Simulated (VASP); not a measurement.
Crystal: Al2H2Cl.

```
Al H Cl
1.0
     3.18587    0.00000    0.00000
    -1.59293    2.75904    0.00000
     0.00000    0.00000    7.54248
Al H Cl
2 2 1
Direct
  0.00000 0.00000 0.47954
  0.00000 0.00000 0.72993
  0.00000 0.00000 0.00000
  0.33333 0.66667 0.61388
  0.33333 0.66667 0.29646
```

- Program: VASP 6.6.1
- Task: relaxation of cell and atoms
- Functional: PBE
- Dispersion: D3(BJ)
- Potentials or basis: VASP PAW PBE potentials, release 64 (Al, H_h, Cl)
- Cutoff: 910 eV
- k mesh: 6 × 6 × 2
- Occupations: gaussian, width 0.1 eV
- Spin: no spin polarisation

At the start: pressure 21.2 GPa; volume 13.26 Å³/atom.

**Question.** How do energy, volume and symmetry change on relaxing?

**Answer.** Over 53 steps the energy falls by 750.5 meV/atom and the volume is 13.99 Å³/atom (+5.5 %); space group P3m1 (No. 156, to 0.1 Å) before and after.

The path:
| step | energy change (eV) | largest force (eV/Å) | pressure (GPa) | volume (Å³) |
| --- | --- | --- | --- | --- |
| 1 | 0.0000 | 12.1781 | 21.19 | 66.30 |
| 3 | -2.5632 | 3.3623 | 1.25 | 74.58 |
| 5 | -3.2573 | 0.7034 | -5.21 | 77.96 |
| 7 | -3.4396 | 0.3513 | -2.51 | 72.49 |
| 9 | -3.4860 | 0.1559 | -0.18 | 68.55 |
| 11 | -3.4874 | 0.0548 | 0.14 | 68.36 |
| 13 | -3.4878 | 0.0656 | 0.07 | 68.43 |
| 15 | -3.4884 | 0.1030 | -0.20 | 68.68 |
| 17 | -3.4902 | 0.1548 | -0.27 | 68.79 |
| 19 | -3.5026 | 0.3571 | -0.41 | 69.23 |
| 21 | -3.6337 | 1.1479 | 0.14 | 70.95 |
| 23 | -3.6366 | 1.4205 | 0.59 | 71.15 |
| 25 | -3.6368 | 1.4269 | 0.61 | 71.17 |
| 27 | -3.6376 | 1.4555 | 0.66 | 71.23 |
| 29 | -3.6387 | 1.4874 | 0.74 | 71.32 |
| 31 | -3.6442 | 1.4318 | 0.67 | 71.35 |
| 33 | -3.6640 | 1.2164 | 0.42 | 71.46 |
| 35 | -3.7108 | 0.4593 | -0.46 | 71.90 |
| 37 | -3.7163 | 0.2370 | -0.85 | 72.13 |
| 39 | -3.7268 | 0.1864 | -0.51 | 71.76 |
| 41 | -3.7353 | 0.2842 | 0.23 | 71.01 |
| 43 | -3.7429 | 0.1880 | -0.30 | 70.96 |
| 45 | -3.7470 | 0.1756 | 0.01 | 70.42 |
| 47 | -3.7506 | 0.0788 | -0.13 | 69.93 |
| 49 | -3.7515 | 0.0443 | 0.02 | 69.84 |
| 51 | -3.7522 | 0.0412 | 0.05 | 69.83 |
| 53 | -3.7524 | 0.0321 | 0.01 | 69.95 |

Final structure:
```cif
data_structure
_symmetry_space_group_name_H-M 'P 1'
_symmetry_Int_Tables_number 1
_cell_length_a 3.0094
_cell_length_b 3.0094
_cell_length_c 8.9184
_cell_angle_alpha 90.000
_cell_angle_beta 90.000
_cell_angle_gamma 120.000
_cell_volume 69.95
loop_
_atom_site_label
_atom_site_type_symbol
_atom_site_fract_x
_atom_site_fract_y
_atom_site_fract_z
_atom_site_occupancy
Al1 Al 0.00000 0.00000 0.46377 1
Al2 Al 0.00000 0.00000 0.82248 1
H1 H 0.00000 0.00000 0.00251 1
H2 H 0.33333 0.66667 0.55984 1
Cl1 Cl 0.33333 0.66667 0.27122 1
```

Caveat: the k points lie up to 0.40 Å⁻¹ apart in the final cell, too coarse for converged energies and pressures of a metal; a cell axis changed by over 15 % at a fixed basis, so the end point is rough; an odd number of electrons without spin polarisation forces a metal; a magnetic or distorted state may lie lower.
